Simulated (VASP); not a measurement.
# SbMo (CsCl type) (Pm-3m) in VASP: notebook

Runs on SbMo (CsCl type). Level: PBEsol. Tasks: single point, relaxation of cell and atoms.

Everything below comes from runs of VASP 6.6.1. Logs are shortened: lines on timing, memory, paths and dates and some standing lists are left out, and cuts for length are marked.

### 1 The cell of the first run

The structure is cubic, space group Pm-3m (No. 221). Conventional cell: a = 2.996 Å, b = 2.996 Å, c = 2.996 Å, α = 90.00°, β = 90.00°, γ = 90.00°. Mo (site symmetry m-3m) has 8 Sb at 2.59 Å and 6 Mo at 3.00 Å within 3.4 Å. Sb (site symmetry m-3m) has 8 Mo at 2.59 Å and 6 Sb at 3.00 Å within 3.4 Å.

### 2 Single point, PBEsol

Input file INCAR:

```
SYSTEM = SbMo
ALGO = Normal
EDIFF = 1E-7
ENCUT = 520
GGA = PS
ISIF = 2
ISMEAR = -1
LASPH = .TRUE.
LCHARG = .FALSE.
LREAL = .FALSE.
LWAVE = .FALSE.
NBANDS = 16
NELM = 60
PREC = Accurate
SIGMA = 0.08
```

Input file KPOINTS:

```
k-points
0
G
  13 13 13
  0 0 0
```

Input file POSCAR:

```
SbMo
1.0
    2.9957239591      0.0000000000      0.0000000000
    0.0000000000      2.9957239591      0.0000000000
    0.0000000000      0.0000000000      2.9957239591
Mo Sb
1 1
Direct
    0.0000000000      0.0000000000      0.0000000000
    0.5000000000      0.5000000000      0.5000000000
```

Potentials or basis: VASP PAW PBE potentials, release 64 (Mo_sv, Sb).

Launch:

```bash
> cat potpaw_PBE.64/Mo_sv/POTCAR potpaw_PBE.64/Sb/POTCAR > POTCAR
> mpirun -np 1 vasp_std > vasp.out
```

OUTCAR:

```text
SYSTEM = SbMo
   EDIFF = 1E-7
   ENCUT = 520
   GGA = PS
   ISIF = 2
   ISMEAR = -1
   LASPH = .TRUE.
   LREAL = .FALSE.
   NELM = 60
   PREC = Accurate

 ion  position               nearest neighbor table
   1  0.000  0.000  0.000-   2 2.59   2 2.59   2 2.59   2 2.59   2 2.59   2 2.59   2 2.59   2 2.59

   2  0.500  0.500  0.500-   1 2.59   1 2.59   1 2.59   1 2.59   1 2.59   1 2.59   1 2.59   1 2.59

  LATTYP: Found a simple cubic cell.
 ALAT       =     2.9957239591

  Lattice vectors:

 A1 = (   2.9957239591,   0.0000000000,   0.0000000000)
 A2 = (   0.0000000000,   2.9957239591,   0.0000000000)
 A3 = (   0.0000000000,   0.0000000000,   2.9957239591)

Analysis of symmetry for initial positions (statically):
=====================================================================
 Subroutine PRICEL returns:
 Original cell was already a primitive cell.

 Routine SETGRP: Setting up the symmetry group for a
 simple cubic supercell.

 Subroutine GETGRP returns: Found 48 space group operations
 (whereof 48 operations were pure point group operations)
 out of a pool of 48 trial point group operations.

The static configuration has the point symmetry O_h .

Analysis of symmetry for dynamics (positions and initial velocities):
=====================================================================
 Subroutine PRICEL returns:
 Original cell was already a primitive cell.

 Routine SETGRP: Setting up the symmetry group for a
 simple cubic supercell.

 Subroutine GETGRP returns: Found 48 space group operations
 (whereof 48 operations were pure point group operations)
 out of a pool of 48 trial point group operations.

The dynamic configuration has the point symmetry O_h .

 Subroutine INISYM returns: Found 48 space group operations
 (whereof 48 operations are pure point group operations),
 and found     1 'primitive' translations

----------------------------------------------------------------------------------------

                                     Primitive cell

  volume of cell :      26.8847

  direct lattice vectors                    reciprocal lattice vectors
     2.995723959  0.000000000  0.000000000     0.333809127  0.000000000  0.000000000
     0.000000000  2.995723959  0.000000000     0.000000000  0.333809127  0.000000000
     0.000000000  0.000000000  2.995723959     0.000000000  0.000000000  0.333809127

  length of vectors
     2.995723959  2.995723959  2.995723959     0.333809127  0.333809127  0.333809127

  position of ions in fractional coordinates (direct lattice)
     0.000000000  0.000000000  0.000000000
     0.500000000  0.500000000  0.500000000

  ion indices of the primitive-cell ions
   primitive index   ion index
                 1           1
                 2           2

----------------------------------------------------------------------------------------

 KPOINTS: k-points

Automatic generation of k-mesh.
 Grid dimensions read from file:
 generate k-points for:   13   13   13

 Generating k-lattice:

  Cartesian coordinates                     Fractional coordinates (reciprocal lattice)
     0.025677625  0.000000000  0.000000000     0.076923077  0.000000000  0.000000000
     0.000000000  0.025677625  0.000000000     0.000000000  0.076923077  0.000000000
     0.000000000  0.000000000  0.025677625     0.000000000  0.000000000  0.076923077

  Length of vectors
     0.025677625  0.025677625  0.025677625

  Shift w.r.t. Gamma in fractional coordinates (k-lattice)
     0.000000000  0.000000000  0.000000000

 Subroutine IBZKPT returns following result:
 ===========================================

 Found     84 irreducible k-points:

 Following reciprocal coordinates:
            Coordinates               Weight
  0.000000  0.000000  0.000000      1.000000
  0.076923  0.000000  0.000000      6.000000
  0.153846  0.000000  0.000000      6.000000
  0.230769  0.000000  0.000000      6.000000
  0.307692  0.000000  0.000000      6.000000
  0.384615  0.000000  0.000000      6.000000
[... 16 lines left out ...]
  0.307692  0.307692  0.000000     12.000000
  0.384615  0.307692  0.000000     24.000000
 [... further k-points ...]
   k-points           NKPTS =     84   k-points in BZ     NKDIM =     84   number of bands    NBANDS=     16
   number of dos      NEDOS =    301   number of ions     NIONS =      2
   total plane-waves  NPLWV =  13824
   dimension x,y,z NGX =    24 NGY =   24 NGZ =   24
   dimension x,y,z NGXF=    48 NGYF=   48 NGZF=   48
   ions per type =               1   1
   NGX,Y,Z   is equivalent  to a cutoff of  13.32, 13.32, 13.32 a.u.
   NGXF,Y,Z  is equivalent  to a cutoff of  26.64, 26.64, 26.64 a.u.
 SYSTEM =  SbMo
   PREC   = accura    normal or accurate (medium, high low for compatibility)
   ISTART =      0    job   : 0-new  1-cont  2-samecut
   ICHARG =      2    charge: 1-file 2-atom 10-const
   ISPIN  =      1    spin polarized calculation?
   LNONCOLLINEAR =      F non collinear calculations
   LSORBIT =      F    spin-orbit coupling
   LASPH  =      T    aspherical Exc in radial PAW
   ENCUT  =  520.0 eV  38.22 Ry    6.18 a.u.   5.57  5.57  5.57*2*pi/ulx,y,z
   NELM   =     60;   NELMIN=  2; NELMDL= -5     # of ELM steps
   EDIFF  = 0.1E-06   stopping-criterion for ELM
   LREAL  =      F    real-space projection
   EDIFFG = 0.1E-05   stopping-criterion for IOM
   NSW    =      0    number of steps for IOM
   IBRION =     -1    ionic relax: 0-MD 1-quasi-New 2-CG
   NFREE  =      0    steps in history (QN), initial steepest desc. (CG)
   ISIF   =      2    stress and relaxation
   ISYM   =      2    0-nonsym 1-usesym 2-fastsym
   POTIM  = 0.5000    time-step for ionic-motion
   TEBEG  =    0.0;   TEEND  =   0.0 temperature during run
   PSTRESS=    0.0 pullay stress
   NELECT =      19.0000    total number of electrons
   NUPDOWN=      -1.0000    fix difference up-down
   EMIN   =  10.00;   EMAX   =-10.00  energy-range for DOS
   EFERMI =   0.00;   METHOD = LEGACY
   ISMEAR =    -1;   SIGMA  =   0.08  broadening in eV -4-tet -1-fermi 0-gaus
   EFERMI_NEDOS =   21; number of points for ismear=-14 and -15
   IALGO  =     38    algorithm
   IMIX   =      4    mixing-type and parameters
     AMIX     =   0.40;   BMIX     =  1.00
     AMIX_MAG =   1.60;   BMIX_MAG =  1.00
  volume/ion in A,a.u.               =      13.44        90.71
  Fermi-wavevector in a.u.,A,eV,Ry     =   1.458224  2.755644 28.931662  2.126417
  Thomas-Fermi vector in A             =   2.574933
   LORBIT       =      0    0 simple, 1 ext, 2 COOP (PROOUT), +10 PAW based schemes
   GGA     = PS    functional components
   LHFCALC =     F    Hartree Fock is set to
   AEXX    =    0.0000 exact exchange contribution
   IVDW    =     0    specifies the selected vdW correction
   LEPSILON=     F    determine dielectric tensor
   LRPA    =     F    only Hartree local field effects (RPA)
 non-spin polarized calculation
  energy-cutoff  :      520.00
  volume of cell :       26.88
 maximum number of plane-waves:       739
 NGX is ok and might be reduce to    24
   NGX = 11   NGY = 11   NGZ = 11

 number of electron      19.0000004 magnetization

 Free energy of the ion-electron system (eV)
  ---------------------------------------------------
  ext. energy  EPLUGINS =         0.00000000
  ---------------------------------------------------
  free energy    TOTEN  =       -14.01234734 eV

  energy without entropy =      -13.98551739  energy(sigma->0) =      -13.99893237

 E-fermi :  17.2910     XC(G=0): -13.9838

 val. band max:       17.2660119663   @ k =   0.2308   0.1538   0.0769
 cond. band min:      17.3261567154   @ k =   0.3077   0.2308   0.0000
 fundamental gap:      0.0601447491
 Fermi energy:        17.2909585631

 k-point     1 :       0.0000    0.0000    0.0000
  band No.  band energies     occupation
      1     -42.9439      2.00000
      2     -17.0719      2.00000
      3     -17.0719      2.00000
      4     -17.0719      2.00000
      5       2.0738      2.00000
      6      13.0433      2.00000
[... 8 lines left out ...]
     15      28.5000      0.00000
     16      28.8737      0.00000

 k-point     2 :       0.0769    0.0000    0.0000
  band No.  band energies     occupation
      1     -42.9411      2.00000
      2     -17.1063      2.00000
      3     -17.0675      2.00000
      4     -17.0675      2.00000
      5       2.2025      2.00000
      6      12.9876      2.00000
[... 8 lines left out ...]
     15      28.5702      0.00000
     16      29.4344      0.00000

 k-point     3 :       0.1538    0.0000    0.0000
  band No.  band energies     occupation
      1     -42.9333      2.00000
      2     -17.2007      2.00000
      3     -17.0551      2.00000
      4     -17.0551      2.00000
      5       2.5805      2.00000
      6      12.6904      2.00000
[... 8 lines left out ...]
     15      28.5346      0.00000
     16      31.0556      0.00000

 k-point     4 :       0.2308    0.0000    0.0000
  band No.  band energies     occupation
      1     -42.9223      2.00000
      2     -17.3313      2.00000
      3     -17.0377      2.00000
      4     -17.0377      2.00000
      5       3.1858      2.00000
      6      11.9222      2.00000
[... 8 lines left out ...]
     15      28.4352      0.00000
     16      31.9063      0.00000
[... 324 lines left out ...]
 k-point    22 :       0.4615    0.2308    0.0000
  band No.  band energies     occupation
      1     -42.8733      2.00000
      2     -17.5904      2.00000
      3     -17.2384      2.00000
      4     -16.9827      2.00000
      5       5.8966      2.00000
      6       9.4587      2.00000
[... 8 lines left out ...]
     15      26.0694      0.00000
     16      30.0846      0.00000

 k-point    23 :       0.3077    0.3077    0.0000
  band No.  band energies     occupation
      1     -42.8768      2.00000
      2     -17.4096      2.00000
      3     -17.3868      2.00000
      4     -16.9896      2.00000
      5       5.1891      2.00000
      6      11.0428      2.00000
[... 8 lines left out ...]
     15      28.8010      0.00000
     16      29.5964      0.00000

 k-point    24 :       0.3846    0.3077    0.0000
  band No.  band energies     occupation
      1     -42.8669      2.00000
      2     -17.5050      2.00000
      3     -17.3775      2.00000
      4     -16.9810      2.00000
      5       5.6435      2.00000
      6      10.6223      2.00000
[... 8 lines left out ...]
     15      27.6030      0.00000
     16      29.9461      0.00000

 [... further k-points ...]
[... 5 lines left out ...]
  --------------------------------------------------------------------------------------
  -------------------------------------------------------------------------------------
  Total       15.7647860     15.7647860     15.7647860     -0.0000000     -0.0000000     -0.0000000
  in kB      939.4924296    939.4924296    939.4924296     -0.0000000     -0.0000000     -0.0000000
  external PRESSURE =     939.4924296 kB  Pullay stress =       0.0000000 kB

 VOLUME and BASIS-vectors are now :
 -----------------------------------------------------------------------------
  energy-cutoff  :      520.00
  volume of cell :       26.88
      direct lattice vectors                 reciprocal lattice vectors
     2.995723959  0.000000000  0.000000000     0.333809127  0.000000000  0.000000000
     0.000000000  2.995723959  0.000000000     0.000000000  0.333809127  0.000000000
     0.000000000  0.000000000  2.995723959     0.000000000  0.000000000  0.333809127

 POSITION                                       TOTAL-FORCE (eV/Angst)
 -----------------------------------------------------------------------------------
      0.00000      0.00000      0.00000         0.000000      0.000000      0.000000
      1.49786      1.49786      1.49786         0.000000      0.000000      0.000000
 -----------------------------------------------------------------------------------
    total drift:                                0.000000      0.000000      0.000000

  FREE ENERGIE OF THE ION-ELECTRON SYSTEM (eV)
  ---------------------------------------------------
  free  energy   TOTEN  =       -14.0123473381 eV

  energy  without entropy=      -13.9855173924  energy(sigma->0) =      -13.99893237
```

It took 22 s on 1 thread of Intel Xeon Platinum 8259CL at 2.50GHz (Skylake/Cascade Lake), shared host; peak memory 0.16 GiB.

Results:

```
Free energy            : -14.0123 eV
Pressure               : 93.9 GPa
Band gap on the k mesh : zero (an odd number of electrons rules out a gap without spin polarisation)
```

Levels at points of the mesh, in eV from the Fermi level:
```tsv
k point	band 7	band 8	band 9	band 10	band 11	band 12
(0.00, 0.00, 0.00)	-4.25	1.14	1.14	1.14	1.83	1.83
```

Caveat: the cell stands under pressure; the PAW data sets were made with another functional, which shifts forces and pressure a little; spin-orbit coupling is left out, which moves the levels of the heavy elements.

### 3 Single point, PBEsol

Input file INCAR:

```
  ALGO = Normal
  EDIFF = 1E-6
  ENCUT = 520
  GGA = PS
  ISIF = 2
  ISMEAR = -1
  LASPH = T
  LCHARG = T
  LELF = T
  LREAL = F
  LVHAR = T
  LWAVE = F
  NBANDS = 16
  NELM = 100
  PREC = Accurate
  SIGMA = 0.08
```

Input file KPOINTS:

```
k-points
0
Gamma
  13 13 13
```

POSCAR is that of step 2.

Potentials or basis: VASP PAW PBE potentials, release 64 (Mo_sv, Sb).

Launch:

```bash
> cat potpaw_PBE.64/Mo_sv/POTCAR potpaw_PBE.64/Sb/POTCAR > POTCAR
> mpirun -np 1 vasp_std > vasp.out
```

Wall time 21 s (1 thread of Intel Xeon Platinum 8259CL at 2.50GHz (Skylake/Cascade Lake), shared host); peak memory 0.16 GiB.

It converged, with:

* Free energy: -14.0123 eV
* Pressure: 94.0 GPa
* Band gap on the k mesh: zero (an odd number of electrons rules out a gap without spin polarisation)

Levels at points of the mesh, in eV from the Fermi level:
```
           k point  band 7  band 8  band 9  band 10  band 11  band 12
(0.00, 0.00, 0.00)   -4.25    1.14    1.14     1.14     1.83     1.83
```

Caveat: the cell stands under pressure; the PAW data sets were made with another functional, which shifts forces and pressure a little; spin-orbit coupling is left out, which moves the levels of the heavy elements.

[end of part 1 of 2]
